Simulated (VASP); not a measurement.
# Mo (P6_3/mmc) in VASP: further runs, part 2 of 2

VASP 6.6.1. The steps go on from the part before.

## 3. Single point, PBE

INCAR

```
SYSTEM = Mo
PREC     = Accurate       ! precision mode
ENCUT    = 520            ! plane-wave cutoff, eV
EDIFF    = 1E-6           ! SCF threshold, eV
ISMEAR   = 0              ! smearing method
SIGMA    = 0.05           ! smearing width, eV
LREAL    = .FALSE.        ! projectors in reciprocal space
LASPH    = .TRUE.         ! aspherical terms in the spheres
NELM     = 100            ! most SCF steps
ALGO     = Fast           ! electronic algorithm
ISIF     = 2              ! what is computed and relaxed
LWAVE    = .FALSE.        ! write WAVECAR
LCHARG   = .FALSE.        ! write CHGCAR
GGA      = PE             ! functional
NBANDS   = 21             ! bands
```

KPOINTS

```
Automatic mesh
0
G
  18 18 10
  0 0 0
```

POSCAR

```
Mo
1.0
    2.7561815230      0.0000000000      0.0000000000
   -1.3780907615      2.3869232163      0.0000000000
    0.0000000000      0.0000000000      4.8996772361
Mo
2
Direct
    0.3333333333      0.6666666667      0.7500000000
    0.6666666667      0.3333333333      0.2500000000
```

Potentials or basis: VASP PAW PBE potentials, release 64 (Mo_sv).

The run is started by

```console
> cat potpaw_PBE.64/Mo_sv/POTCAR > POTCAR
> mpirun -np 1 vasp_std > vasp.out
```

OUTCAR:

```text
SYSTEM = Mo
   PREC = Accurate
   ENCUT = 520
   EDIFF = 1E-6
   ISMEAR = 0
   LREAL = .FALSE.
   LASPH = .TRUE.
   NELM = 100
   ISIF = 2
   GGA = PE

 ion  position               nearest neighbor table
   1  0.333  0.667  0.750-   2 2.92   2 2.92   2 2.92   2 2.92   2 2.92   2 2.92
   2  0.667  0.333  0.250-   1 2.92   1 2.92   1 2.92   1 2.92   1 2.92   1 2.92

  LATTYP: Found a hexagonal cell.
 ALAT       =     2.7561815230
 C/A-ratio  =     1.7777048410

  Lattice vectors:

 A1 = (   2.7561815230,   0.0000000000,   0.0000000000)
 A2 = (  -1.3780907615,   2.3869232163,   0.0000000000)
 A3 = (   0.0000000000,   0.0000000000,   4.8996772361)

Analysis of symmetry for initial positions (statically):
=====================================================================
 Subroutine PRICEL returns:
 Original cell was already a primitive cell.

 Routine SETGRP: Setting up the symmetry group for a
 hexagonal supercell.

 Subroutine GETGRP returns: Found 24 space group operations
 (whereof 12 operations were pure point group operations)
 out of a pool of 24 trial point group operations.

The static configuration has the point symmetry D_3d.
 The point group associated with its full space group is D_6h.

Analysis of symmetry for dynamics (positions and initial velocities):
=====================================================================
 Subroutine PRICEL returns:
 Original cell was already a primitive cell.

 Routine SETGRP: Setting up the symmetry group for a
 hexagonal supercell.

 Subroutine GETGRP returns: Found 24 space group operations
 (whereof 12 operations were pure point group operations)
 out of a pool of 24 trial point group operations.

The dynamic configuration has the point symmetry D_3d.
 The point group associated with its full space group is D_6h.

 Subroutine INISYM returns: Found 24 space group operations
 (whereof 12 operations are pure point group operations),
 and found     1 'primitive' translations

[... 109 lines left out ...]
   ISMEAR =     0;   SIGMA  =   0.05  broadening in eV -4-tet -1-fermi 0-gaus
   EFERMI_NEDOS =   21; number of points for ismear=-14 and -15
   IALGO  =     68    algorithm
   IMIX   =      4    mixing-type and parameters
     AMIX     =   0.40;   BMIX     =  1.00
     AMIX_MAG =   1.60;   BMIX_MAG =  1.00
  volume/ion in A,a.u.               =      16.12       108.76
  Fermi-wavevector in a.u.,A,eV,Ry     =   1.562031  2.951810 33.197402  2.439940
  Thomas-Fermi vector in A             =   2.665009
   LORBIT       =      0    0 simple, 1 ext, 2 COOP (PROOUT), +10 PAW based schemes
   GGA     = PE    functional components
   LHFCALC =     F    Hartree Fock is set to
   AEXX    =    0.0000 exact exchange contribution
   IVDW    =     0    specifies the selected vdW correction
   LEPSILON=     F    determine dielectric tensor
   LRPA    =     F    only Hartree local field effects (RPA)
 non-spin polarized calculation
 RMM-DIIS sequential band-by-band and
 Gauss-broadening in eV      SIGMA  =   0.05
  energy-cutoff  :      520.00
  volume of cell :       32.23
 maximum number of plane-waves:       894
   NGX = 11   NGY = 11   NGZ = 19

 number of electron      27.9999995 magnetization

 Free energy of the ion-electron system (eV)
  ---------------------------------------------------
  ext. energy  EPLUGINS =         0.00000000
  ---------------------------------------------------
  free energy    TOTEN  =       -20.99812892 eV

  energy without entropy =      -20.99411301  energy(sigma->0) =      -20.99612097

 E-fermi :  11.8321     XC(G=0): -13.1954

 val. band max:       11.8238444209   @ k =   0.3889   0.1111   0.1000
 cond. band min:      11.8321230141   @ k =   0.3889   0.2222   0.0000
 fundamental gap:      0.0082785932
 Fermi energy:        11.8320521126

 k-point     1 :       0.0000    0.0000    0.0000
  band No.  band energies     occupation
      1     -49.0425      2.00000
      2     -48.8881      2.00000
      3     -23.6016      2.00000
      4     -22.5630      2.00000
      5     -22.3906      2.00000
      6     -22.3906      2.00000
[... 565 lines left out ...]
     20      20.5684      0.00000
     21      22.9740      0.00000

 [... further k-points ...]

------------------------ aborting loop because EDIFF is reached ----------------------------------------

  FORCE on cell =-STRESS in cart. coord.  units (eV):
  Direction    XX          YY          ZZ          XY          YZ          ZX
  --------------------------------------------------------------------------------------
  -------------------------------------------------------------------------------------
  Total        0.1004258      0.1004258      0.0739823     -0.0000000      0.0000000      0.0000000
  in kB        4.9916259      4.9916259      3.6772637     -0.0000000      0.0000000      0.0000000
  external PRESSURE =       4.5535052 kB  Pullay stress =       0.0000000 kB

 VOLUME and BASIS-vectors are now :
 -----------------------------------------------------------------------------
  energy-cutoff  :      520.00
  volume of cell :       32.23
      direct lattice vectors                 reciprocal lattice vectors
     2.756181523  0.000000000  0.000000000     0.362820805  0.209474690  0.000000000
    -1.378090761  2.386923216  0.000000000     0.000000000  0.418949379  0.000000000
     0.000000000  0.000000000  4.899677236     0.000000000  0.000000000  0.204095076

 POSITION                                       TOTAL-FORCE (eV/Angst)
 -----------------------------------------------------------------------------------
     -0.00000      1.59128      3.67476        -0.000000      0.000000      0.000000
      1.37809      0.79564      1.22492         0.000000     -0.000000      0.000000
 -----------------------------------------------------------------------------------
    total drift:                                0.000000     -0.000000      0.000000

  FREE ENERGIE OF THE ION-ELECTRON SYSTEM (eV)
  ---------------------------------------------------
  free  energy   TOTEN  =       -20.9981289225 eV

  energy  without entropy=      -20.9941130099  energy(sigma->0) =      -20.99612097
```

It took 46 s on 1 thread of Intel Xeon 6975P-C (Granite Rapids), shared host; peak memory 0.23 GiB.

Results:

```
Free energy            : -20.9981 eV
Pressure               : 0.5 GPa
Band gap on the k mesh : zero (band 14 reaches 13.06 eV, above the bottom of band 15 at 11.21 eV)
```

Stress tensor (GPa, compression positive):
```
0.50 0.00 0.00
0.00 0.50 0.00
0.00 0.00 0.37
```

## 4. Relaxation of cell and atoms, PBE

This run uses another cell than the first one, of 15.63 Å³/atom, 0.970 times its volume.

INCAR

```
PREC = Accurate ; ENCUT = 600
EDIFF = 1E-6 ; ISMEAR = 0
SIGMA = 0.05 ; LREAL = F
LASPH = T ; NELM = 100
ALGO = Fast ; ISIF = 3
LWAVE = F ; LCHARG = F
GGA = PE ; IBRION = 2
NSW = 80 ; EDIFFG = -0.01
```

KPOINTS

```
regular mesh
0
Gamma
  18 18 10
```

POSCAR

```
Mo
1.0
    2.8061338809      0.0000000000      0.0000000000
   -1.4030669405      2.4301832273      0.0000000000
    0.0000000000      0.0000000000      4.5833520055
Mo
2
Direct
    0.3333333333      0.6666666667      0.7500000000
    0.6666666667      0.3333333333      0.2500000000
```

The run is started by

```console
> cat potpaw_PBE.64/Mo_sv/POTCAR > POTCAR
> mpirun -np 1 vasp_std > vasp.out
```

It took 7 min on 1 thread of Intel Xeon 6975P-C (Granite Rapids), shared host; peak memory 0.28 GiB.

Results (log left out):

- Free energy: -20.9972 eV
- Relaxed volume: 16.15 Å³/atom
- Relaxed cell: a = 2.758 Å, b = 2.758 Å, c = 4.902 Å, α = 90.00°, β = 90.00°, γ = 120.00°
- Space group after relaxing (to 0.05 Å): P6_3/mmc (No. 194)
- Energy gained by relaxing: 41.2 meV/atom
- Ionic steps: 14
- Pressure after relaxing: 0.0 GPa
- Band gap on the k mesh: zero (band 14 reaches 13.03 eV, above the bottom of band 15 at 11.18 eV)

The path:
```csv
step,energy change (eV),largest force (eV/Å),pressure (GPa),volume (Å³)
1,0.0000,0.0000,6.38,31.26
2,0.0594,0.0000,-13.06,34.15
3,-0.0187,0.0000,-0.84,32.19
4,-0.0452,0.0000,-1.95,32.39
5,-0.0728,0.0000,-2.88,32.62
6,-0.0450,0.0000,-3.42,33.00
7,-0.0778,0.0000,-3.22,32.73
8,-0.0689,0.0000,4.59,31.81
9,-0.0818,0.0000,-0.54,32.38
10,-0.0818,0.0000,-0.54,32.39
11,-0.0818,0.0000,-0.82,32.41
12,-0.0818,0.0000,-0.65,32.40
13,-0.0825,0.0000,-0.09,32.30
14,-0.0825,0.0000,-0.05,32.29
```

Final structure:
```
Mo
1.0
     2.75795    0.00000    0.00000
    -1.37897    2.38845    0.00000
     0.00000    0.00000    4.90201
Mo
2
Cartesian
  0.0000 1.5923 3.6765
  1.3790 0.7962 1.2255
```

Levels at points of the mesh, in eV from the Fermi level:
```csv
k point,band 11,band 12,band 13,band 14,band 15,band 16,band 17,band 18
"(0.00, 0.00, 0.00)",-1.73,-0.66,-0.66,-0.16,-0.16,0.57,1.43,1.43
"(0.50, 0.00, 0.00)",-4.09,-1.19,-0.40,-0.34,-0.23,3.61,4.41,4.66
"(0.00, 0.00, 0.50)",-1.90,-1.90,-0.62,-0.62,-0.62,-0.62,2.68,2.68
"(0.50, 0.00, 0.50)",-3.28,-3.28,1.21,1.21,1.75,1.75,4.55,4.55
```
